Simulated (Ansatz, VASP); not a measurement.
# CdSe in VASP and in Ansatz

```
Cd Se
1.0
     0.00000    3.06780    3.06780
     3.06780    0.00000    3.06780
     3.06780    3.06780    0.00000
Cd Se
1 1
Direct
  0.00000 0.00000 0.00000
  0.75000 0.75000 0.75000
```

Alike in both runs: task single point; functional PBE; k mesh 8 × 8 × 8; occupations fermi-dirac, width 0.02 eV; non-collinear spin, spin-orbit coupling.

|  | VASP | Ansatz |
| --- | --- | --- |
| version | VASP 6.6.1 | Ansatz 0.2.0 |
| potentials or method | VASP PAW PBE potentials, release 64 (Cd, Se) | plane waves, PAW |
| plane-wave cutoff (eV) | 520 | 420 |
| valence electrons in the cell | 18 | 36 |

Ansatz gave:

* pressure (GPa): 1.4
* net moment per atom (μB): 0.00

Task: Estimate VASP's values.

Result: Pressure (GPa): 1.7; net moment per atom (μB): 0.00.

With one functional, cell and mesh, what is left measures potentials, basis and numerics. VASP's potentials hold 18 valence electrons a cell and Ansatz's 36, so a difference there can come from the potentials and not from the codes.
